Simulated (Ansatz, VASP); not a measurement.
## One calculation of Fe, two programs

```
CELL_PARAMETERS angstrom
-1.41500 1.41500 1.41500
1.41500 -1.41500 1.41500
1.41500 1.41500 -1.41500
ATOMIC_POSITIONS crystal
Fe 0.00000 0.00000 0.00000
```

Alike in both runs: task single point; functional PBE; k mesh 8 × 8 × 8; occupations fermi-dirac, width 0.1 eV; collinear spin.

|  | VASP | Ansatz |
| --- | --- | --- |
| version | VASP 6.6.1 | Ansatz 0.2 development build |
| potentials or method | VASP PAW PBE potentials, release 64 (Fe), cutoff 600 eV | all-electron full-potential LAPW, non-relativistic |

|  | VASP | Ansatz | Ansatz less VASP |
| --- | --- | --- | --- |
| pressure (GPa) | 0.0 | 3.5 | +3.46 |
| net moment per atom (μB) | 2.15 | 2.13 | -0.017 |
| size of the moment on the site where the two differ most (μB) | 2.15 | 2.19 | +0.044 |

Site moments also hang on the region over which each program counts them. Ansatz ran all-electron here, and VASP with PAW potentials.

The k mesh is coarse, so the values compare programs but aren't converged.
